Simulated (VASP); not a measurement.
Input of a VASP 6.6.1 run:

File INCAR:

```
SYSTEM = Ru
PREC = Accurate
ENCUT = 500
EDIFF = 1E-6
ISMEAR = -1
SIGMA = 0.1
LREAL = .False.
LASPH = .True.
NELM = 120
ALGO = Normal
ISIF = 2
LWAVE = .False.
LCHARG = .False.
GGA = PS
NBANDS = 21
GGA_COMPAT = .False.
```

The input KPOINTS:

```
Automatic mesh
0
Gamma
  11 11 11
  0 0 0
```

The input POSCAR:

```
Ru
1.0
    0.0000000000      2.7312465047      2.7312465047
    2.7312465047      0.0000000000      2.7312465047
    2.7312465047      2.7312465047      0.0000000000
Ru
2
Direct
    0.1250000000      0.1250000000      0.1250000000
    0.8750000000      0.8750000000      0.8750000000
```

Potentials or basis: VASP PAW PBE potentials, release 64 (Ru_pv).

The run is started by

```console
$ cat potpaw_PBE.64/Ru_pv/POTCAR > POTCAR
$ mpirun -np 1 vasp_std > vasp.out
```

Question: Estimate the pressure.

Answer: -6.3 GPa.

Question: Estimate the band gap on the k mesh.

Answer: Zero (band 14 reaches 7.12 eV, above the bottom of band 15 at 6.30 eV).

Caveat: the PAW data sets were made with another functional, which shifts forces and pressure a little.
